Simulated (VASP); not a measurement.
# SnSe2 in VASP: further runs

The runs below take SnSe2 through single point, with PBE+D3(BJ), RPBE+D3(BJ).

Program: VASP 6.6.1. These are calculated values, not measurements. Logs are shortened: lines on timing, memory, paths and dates and some standing lists are left out, and cuts for length are marked.

## Step 1: The cell of the first run

The cell holds a slab with vacuum, 6 atoms: a = 3.825 Å, b = 3.825 Å, c = 45.404 Å, α = 90.00°, β = 90.00°, γ = 120.00°.

## Step 2: Single point, PBE+D3(BJ)

INCAR reads:

```
SYSTEM = SnSe2
ALGO = Normal
DIPOL = 0.5 0.5 0.500
EDIFF = 1E-7
ENCUT = 520
GGA = PE
IDIPOL = 3
ISIF = 2
ISMEAR = 0
IVDW = 12
LASPH = .TRUE.
LCHARG = .FALSE.
LDIPOL = .TRUE.
LREAL = .FALSE.
LWAVE = .FALSE.
NBANDS = 35
NELM = 100
PREC = Accurate
SIGMA = 0.02
```

KPOINTS reads:

```
k-points
0
G
  12 12 1
  0 0 0
```

POSCAR reads:

```
SnSe2
1.0
    3.8246790507      0.0000000000      0.0000000000
   -1.9123395254      3.3122692192      0.0000000000
    0.0000000000      0.0000000000     45.4044102391
Se Sn
4 2
Direct
    0.6666666667      0.3333333333      0.3965930332
    0.3363573475      0.6727146949      0.4671372441
    0.8333333334      0.6666666667      0.5328629895
    0.1638277516      0.3276555032      0.6034058724
    0.0010093954      0.0020187909      0.4318329982
    0.4981244830     -0.0037510340      0.5681678626
```

Potentials or basis: VASP PAW PBE potentials, release 64 (Se, Sn_d).

Run with:

```
$ cat potpaw_PBE.64/Se/POTCAR potpaw_PBE.64/Sn_d/POTCAR > POTCAR
$ mpirun -np 1 vasp_std > vasp.out
```

OUTCAR:

```text
SYSTEM = SnSe2
   EDIFF = 1E-7
   ENCUT = 520
   GGA = PE
   ISIF = 2
   ISMEAR = 0
   IVDW = 12
   LASPH = .TRUE.
   LREAL = .FALSE.
   NELM = 100
   PREC = Accurate
 IVDW          = 12

 ion  position               nearest neighbor table
   1  0.667  0.333  0.397-   5 2.72   5 2.72   5 2.73
   2  0.336  0.673  0.467-   5 2.72   5 2.72   5 2.74
   3  0.833  0.667  0.533-   6 2.72   6 2.72   6 2.74
   4  0.164  0.328  0.603-   6 2.72   6 2.72   6 2.73
   5  0.001  0.002  0.432-   2 2.72   2 2.72   1 2.72   1 2.72   1 2.73   2 2.74
   6  0.498  0.996  0.568-   3 2.72   3 2.72   4 2.72   4 2.72   4 2.73   3 2.74

  LATTYP: Found a hexagonal cell.
 ALAT       =     3.8246790507
 C/A-ratio  =    11.8714301611

  Lattice vectors:

 A1 = (   3.8246790507,   0.0000000000,   0.0000000000)
 A2 = (  -1.9123395254,   3.3122692192,   0.0000000000)
 A3 = (   0.0000000000,   0.0000000000,  45.4044102391)

Analysis of symmetry for initial positions (statically):
=====================================================================
 Subroutine PRICEL returns:
 Original cell was already a primitive cell.

 Routine SETGRP: Setting up the symmetry group for a
 hexagonal supercell.

 Subroutine GETGRP returns: Found  2 space group operations
 (whereof  2 operations were pure point group operations)
 out of a pool of 24 trial point group operations.

The static configuration has the point symmetry C_1h.

Analysis of symmetry for dynamics (positions and initial velocities):
=====================================================================
 Subroutine PRICEL returns:
 Original cell was already a primitive cell.

 Routine SETGRP: Setting up the symmetry group for a
 hexagonal supercell.

 Subroutine GETGRP returns: Found  2 space group operations
 (whereof  2 operations were pure point group operations)
 out of a pool of 24 trial point group operations.

The dynamic configuration has the point symmetry C_1h.

 Subroutine INISYM returns: Found  2 space group operations
 (whereof  2 operations are pure point group operations),
 and found     1 'primitive' translations

----------------------------------------------------------------------------------------

                                     Primitive cell

  volume of cell :     575.1997

  direct lattice vectors                    reciprocal lattice vectors
     3.824679051  0.000000000  0.000000000     0.261459847  0.150953913  0.000000000
    -1.912339525  3.312269219  0.000000000     0.000000000  0.301907826  0.000000000
     0.000000000  0.000000000 45.404410239     0.000000000  0.000000000  0.022024292

  length of vectors
     3.824679051  3.824679051 45.404410239     0.301907826  0.301907826  0.022024292

  position of ions in fractional coordinates (direct lattice)
     0.666666667  0.333333333  0.396593033
     0.336357347  0.672714695  0.467137244
     0.833333333  0.666666667  0.532862990
     0.163827752  0.327655503  0.603405872
     0.001009395  0.002018791  0.431832998
     0.498124483  0.996248966  0.568167863

  ion indices of the primitive-cell ions
   primitive index   ion index
                 1           1
                 2           2
                 3           3
                 4           4
                 5           5
                 6           6

----------------------------------------------------------------------------------------

 KPOINTS: k-points

Automatic generation of k-mesh.
 Grid dimensions read from file:
 generate k-points for:   12   12    1

 Generating k-lattice:

  Cartesian coordinates                     Fractional coordinates (reciprocal lattice)
     0.021788321  0.012579493  0.000000000     0.083333333  0.000000000  0.000000000
     0.000000000  0.025158986  0.000000000     0.000000000  0.083333333  0.000000000
     0.000000000  0.000000000  0.022024292     0.000000000  0.000000000  1.000000000

  Length of vectors
     0.025158986  0.025158986  0.022024292

  Shift w.r.t. Gamma in fractional coordinates (k-lattice)
     0.000000000  0.000000000  0.000000000

 Subroutine IBZKPT returns following result:
 ===========================================

 Found     43 irreducible k-points:

 Following reciprocal coordinates:
            Coordinates               Weight
  0.000000  0.000000  0.000000      1.000000
  0.083333 -0.000000  0.000000      4.000000
  0.000000  0.083333  0.000000      2.000000
  0.166667  0.000000  0.000000      4.000000
  0.000000  0.166667  0.000000      2.000000
  0.250000  0.000000  0.000000      4.000000
[... 16 lines left out ...]
 -0.083333  0.416667  0.000000      4.000000
 -0.416667  0.333333  0.000000      4.000000
 [... further k-points ...]
   k-points           NKPTS =     43   k-points in BZ     NKDIM =     43   number of bands    NBANDS=     35
   number of dos      NEDOS =    301   number of ions     NIONS =      6
   total plane-waves  NPLWV = 274400
   dimension x,y,z NGX =    28 NGY =   28 NGZ =  350
   dimension x,y,z NGXF=    56 NGYF=   56 NGZF=  700
   ions per type =               4   2
   NGX,Y,Z   is equivalent  to a cutoff of  12.17, 12.17, 12.82 a.u.
   NGXF,Y,Z  is equivalent  to a cutoff of  24.34, 24.34, 25.63 a.u.
 SYSTEM =  SnSe2
   PREC   = accura    normal or accurate (medium, high low for compatibility)
   ISTART =      0    job   : 0-new  1-cont  2-samecut
   ICHARG =      2    charge: 1-file 2-atom 10-const
   ISPIN  =      1    spin polarized calculation?
   LNONCOLLINEAR =      F non collinear calculations
   LSORBIT =      F    spin-orbit coupling
   LASPH  =      T    aspherical Exc in radial PAW
   ENCUT  =  520.0 eV  38.22 Ry    6.18 a.u.   7.11  7.11 84.42*2*pi/ulx,y,z
   NELM   =    100;   NELMIN=  2; NELMDL= -5     # of ELM steps
   EDIFF  = 0.1E-06   stopping-criterion for ELM
   LREAL  =      F    real-space projection
   EDIFFG = 0.1E-05   stopping-criterion for IOM
   NSW    =      0    number of steps for IOM
   IBRION =     -1    ionic relax: 0-MD 1-quasi-New 2-CG
   NFREE  =      0    steps in history (QN), initial steepest desc. (CG)
   ISIF   =      2    stress and relaxation
   ISYM   =      2    0-nonsym 1-usesym 2-fastsym
   POTIM  = 0.5000    time-step for ionic-motion
   TEBEG  =    0.0;   TEEND  =   0.0 temperature during run
   PSTRESS=    0.0 pullay stress
   NELECT =      52.0000    total number of electrons
   NUPDOWN=      -1.0000    fix difference up-down
   EMIN   =  10.00;   EMAX   =-10.00  energy-range for DOS
   EFERMI =   0.00;   METHOD = LEGACY
   ISMEAR =     0;   SIGMA  =   0.02  broadening in eV -4-tet -1-fermi 0-gaus
   EFERMI_NEDOS =   21; number of points for ismear=-14 and -15
   IALGO  =     38    algorithm
   IMIX   =      4    mixing-type and parameters
     AMIX     =   0.40;   BMIX     =  1.00
     AMIX_MAG =   1.60;   BMIX_MAG =  1.00
  volume/ion in A,a.u.               =      95.87       646.94
  Fermi-wavevector in a.u.,A,eV,Ry     =   0.734745  1.388466  7.345100  0.539850
  Thomas-Fermi vector in A             =   1.827772
   LORBIT       =      0    0 simple, 1 ext, 2 COOP (PROOUT), +10 PAW based schemes
   GGA     = PE    functional components
   LHFCALC =     F    Hartree Fock is set to
   AEXX    =    0.0000 exact exchange contribution
   IVDW    =    12    specifies the selected vdW correction
   LEPSILON=     F    determine dielectric tensor
   LRPA    =     F    only Hartree local field effects (RPA)
 non-spin polarized calculation
 Gauss-broadening in eV      SIGMA  =   0.02
  energy-cutoff  :      520.00
  volume of cell :      575.20
 maximum number of plane-waves:     15591
   NGX = 15   NGY = 15   NGZ =169

 dipolmoment           0.000000      0.000000      0.000000 electrons x Angstroem

 number of electron      52.0000009 magnetization

 dipolmoment           0.000000      0.000000     -0.000087 electrons x Angstroem

 Free energy of the ion-electron system (eV)
  ---------------------------------------------------
  ext. energy  EPLUGINS =         0.00000000
  ---------------------------------------------------
  free energy    TOTEN  =       -23.66185402 eV

  energy without entropy =      -23.66185402  energy(sigma->0) =      -23.66185402

 E-fermi :  -3.0328     XC(G=0):  -2.8079

 val. band max:       -3.1962231101   @ k =   0.0000   0.1667   0.0000
 cond. band min:      -2.7759265637   @ k =   0.0000   0.5000   0.0000
 fundamental gap:      0.4202965464
 Fermi energy:        -3.0327573686

 k-point     1 :       0.0000    0.0000    0.0000
  band No.  band energies     occupation
      1     -24.4229      2.00000
      2     -24.4214      2.00000
      3     -24.4214      2.00000
      4     -24.4199      2.00000
      5     -24.3842      2.00000
      6     -24.3827      2.00000
[... 27 lines left out ...]
     34       1.4495      0.00000
     35       2.3185      0.00000

 k-point     2 :       0.0833   -0.0000    0.0000
  band No.  band energies     occupation
      1     -24.4244      2.00000
      2     -24.4229      2.00000
      3     -24.4198      2.00000
      4     -24.4183      2.00000
      5     -24.3825      2.00000
      6     -24.3809      2.00000
[... 27 lines left out ...]
     34       1.5045      0.00000
     35       2.4499      0.00000

 k-point     3 :       0.0000    0.0833    0.0000
  band No.  band energies     occupation
      1     -24.4254      2.00000
      2     -24.4239      2.00000
      3     -24.4187      2.00000
      4     -24.4172      2.00000
      5     -24.3824      2.00000
      6     -24.3808      2.00000
[... 27 lines left out ...]
     34       1.6142      0.00000
     35       2.4424      0.00000

 k-point     4 :       0.1667    0.0000    0.0000
  band No.  band energies     occupation
      1     -24.4319      2.00000
      2     -24.4304      2.00000
      3     -24.4132      2.00000
      4     -24.4116      2.00000
      5     -24.3823      2.00000
      6     -24.3808      2.00000
[... 27 lines left out ...]
     34       1.8940      0.00000
     35       2.7278      0.00000

 k-point     5 :       0.0000    0.1667    0.0000
  band No.  band energies     occupation
      1     -24.4330      2.00000
      2     -24.4315      2.00000
      3     -24.4118      2.00000
      4     -24.4102      2.00000
      5     -24.3805      2.00000
      6     -24.3789      2.00000
[... 638 lines left out ...]
 k-point    22 :       0.3333    0.0833    0.0000
  band No.  band energies     occupation
      1     -24.4590      2.00000
      2     -24.4575      2.00000
      3     -24.4028      2.00000
      4     -24.4013      2.00000
      5     -24.3937      2.00000
      6     -24.3922      2.00000
[... 27 lines left out ...]
     34       2.4364      0.00000
     35       2.8899      0.00000

 k-point    23 :      -0.0833    0.4167    0.0000
  band No.  band energies     occupation
      1     -24.4600      2.00000
      2     -24.4585      2.00000
      3     -24.4011      2.00000
      4     -24.3995      2.00000
      5     -24.3919      2.00000
      6     -24.3903      2.00000
[... 27 lines left out ...]
     34       2.5060      0.00000
     35       2.9470      0.00000

 k-point    24 :      -0.4167    0.3333    0.0000
  band No.  band energies     occupation
      1     -24.4588      2.00000
      2     -24.4573      2.00000
      3     -24.4031      2.00000
      4     -24.4016      2.00000
      5     -24.3938      2.00000
      6     -24.3923      2.00000
[... 27 lines left out ...]
     34       2.5337      0.00000
     35       2.8627      0.00000

 [... further k-points ...]

------------------------ aborting loop because EDIFF is reached ----------------------------------------

 vacuum level on the upper side and lower side of the slab       (xc-potential included)        -0.068        -0.067

 Edisp (eV)   -1.81038

 E8    (eV) :    -0.8183

  FORCE on cell =-STRESS in cart. coord.  units (eV):
  Direction    XX          YY          ZZ          XY          YZ          ZX
  --------------------------------------------------------------------------------------
  -------------------------------------------------------------------------------------
  Total       0.29034    -0.03186     0.06790     0.00000    -0.00908     0.00000
  in kB       0.80872    -0.08876     0.18912     0.00000    -0.02529     0.00000
  external pressure =        0.30 kB  Pullay stress =        0.00 kB

 VOLUME and BASIS-vectors are now :
 -----------------------------------------------------------------------------
  energy-cutoff  :      520.00
  volume of cell :      575.20
      direct lattice vectors                 reciprocal lattice vectors
     3.824679051  0.000000000  0.000000000     0.261459847  0.150953913  0.000000000
    -1.912339525  3.312269219  0.000000000     0.000000000  0.301907826  0.000000000
     0.000000000  0.000000000 45.404410239     0.000000000  0.000000000  0.022024292

 POSITION                                       TOTAL-FORCE (eV/Angst)
 -----------------------------------------------------------------------------------
      1.91234      1.10409     18.00707        -0.000000      0.001045     -0.013707
      0.00000      2.22821     21.21009        -0.000000      0.001980      0.014703
      1.91234      2.20818     24.19433        -0.000000      0.000191     -0.014412
     -0.00000      1.08528     27.39729        -0.000000      0.000012      0.013628
     -0.00000      0.00669     19.60712         0.000000     -0.001776      0.000234
     -0.00000      3.29984     25.79733         0.000000     -0.001452     -0.000447
 -----------------------------------------------------------------------------------
    total drift:                               -0.000000      0.000443      0.000100

  FREE ENERGIE OF THE ION-ELECTRON SYSTEM (eV)
  ---------------------------------------------------
  free  energy   TOTEN  =       -25.4722373544 eV

  energy  without entropy=      -25.4722373544  energy(sigma->0) =      -25.47223735

 vacuum level on the upper side and lower side of the slab         2.650         2.651
```

Run time: 16 min. Hardware: 1 thread of Intel Xeon 6975P-C (Granite Rapids), shared host; peak memory 1.1 GiB.

What came out:

```yaml
Free_energy: -25.4722 eV
Largest_force: 0.015 eV/Å
Band_gap_on_the_k_mesh: 0.42 eV (least direct gap 0.74 eV)
Dispersion_energy_per_atom: -0.302 eV
```

Forces in eV/Å, atoms in the order of the input:
```
Se   0.000  0.001 -0.014
Se   0.000  0.002  0.015
Se   0.000  0.000 -0.014
Se   0.000  0.000  0.014
Sn   0.000 -0.002  0.000
Sn   0.000 -0.001  0.000
```

Caveat: semilocal functionals underestimate gaps, and a narrow one can read as zero; spin-orbit coupling is left out, which moves the levels of the heavy elements.

## Step 3: Single point, RPBE+D3(BJ)

INCAR reads:

```
SYSTEM = SnSe2
ALGO = Normal ; DIPOL = 0.5 0.5 0.500
EDIFF = 1E-7 ; ENCUT = 520
GGA = RP ; IDIPOL = 3
ISIF = 2 ; ISMEAR = 0
ISYM = 0 ; IVDW = 12
KPAR = 4 ; LASPH = .TRUE.
LCHARG = .FALSE. ; LDIPOL = .TRUE.
LREAL = .FALSE. ; LWAVE = .FALSE.
NBANDS = 35 ; NELM = 100
PREC = Accurate ; SIGMA = 0.02
```

KPOINTS reads:

```
Automatic mesh
0
Gamma
  12 12 1
  0.5 0.5 0
```

POSCAR is that of step 2.

Potentials or basis: VASP PAW PBE potentials, release 64 (Se, Sn_d).

Run with:

```
$ cat potpaw_PBE.64/Se/POTCAR potpaw_PBE.64/Sn_d/POTCAR > POTCAR
$ mpirun -np 4 vasp_std > vasp.out
```

Wall time 40 min (4 MPI ranks of Oxide Virtual Turin-like, shared host); peak memory 3.2 GiB.

Results (log left out):

```
Free energy                : -30.5583 eV
Largest force              : 0.745 eV/Å
Band gap on the k mesh     : 0.53 eV (least direct gap 0.85 eV)
Dispersion energy per atom : -1.473 eV
```

Forces in eV/Å, atoms in the order of the input:
```
Se   0.000  0.006  0.745
Se   0.000 -0.004 -0.501
Se   0.000 -0.004  0.502
Se   0.000  0.004 -0.745
Sn   0.000 -0.001  0.035
Sn   0.000 -0.001 -0.035
```

Levels at points of the mesh, in eV from the valence-band top:
| k point | band 22 | band 23 | band 24 | band 25 | band 26 | band 27 | band 28 | band 29 | band 30 | band 31 |
| --- | --- | --- | --- | --- | --- | --- | --- | --- | --- | --- |
| (0.04, 0.04, 0.00) | -0.63 | -0.38 | -0.33 | -0.16 | -0.11 | 1.70 | 2.32 | 3.49 | 3.50 | 4.40 |

Caveat: the dispersion term is far too large for a dense solid, which distorts pressure and volume; semilocal functionals underestimate gaps, and a narrow one can read as zero; the PAW data sets were made with another functional, which shifts forces and pressure a little; spin-orbit coupling is left out, which moves the levels of the heavy elements.
